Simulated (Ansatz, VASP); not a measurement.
**SiC in VASP and in Ansatz**

```xyz
4
Lattice="2.1899 2.1899 0.0000 -2.1899 2.1899 0.0000 0.0310 0.0310 4.3797" Properties=species:S:1:pos:R:3 pbc="T T T"
Si    1.1182    1.1182    3.2848
Si   -1.0872    1.1027    1.0949
C     0.0000    0.0000    0.0000
C     0.0155    2.2053    2.1899
```

Change from the starting cell: shear of c along a, cell held, atoms relaxed: +1.0 %.

Alike in both runs: task relaxation of the atoms; functional PBE; k mesh 10 × 10 × 6; occupations gaussian, width 0.02 eV; no spin polarisation.

|  | VASP | Ansatz |
| --- | --- | --- |
| version | VASP 6.6.1 | Ansatz 0.2.0 |
| potentials or method | VASP PAW PBE potentials, release 64 (Si, C), cutoff 520 eV | scalar-relativistic, plane waves, PAW |
| valence electrons in the cell | 16 | 16 |

```csv
,VASP,Ansatz,Ansatz less VASP
"gap on the k mesh at the Fermi level, each at its own relaxed structure (eV)",1.32,1.32,+0.003
```

Ansatz's warnings: stress scf threshold loose.
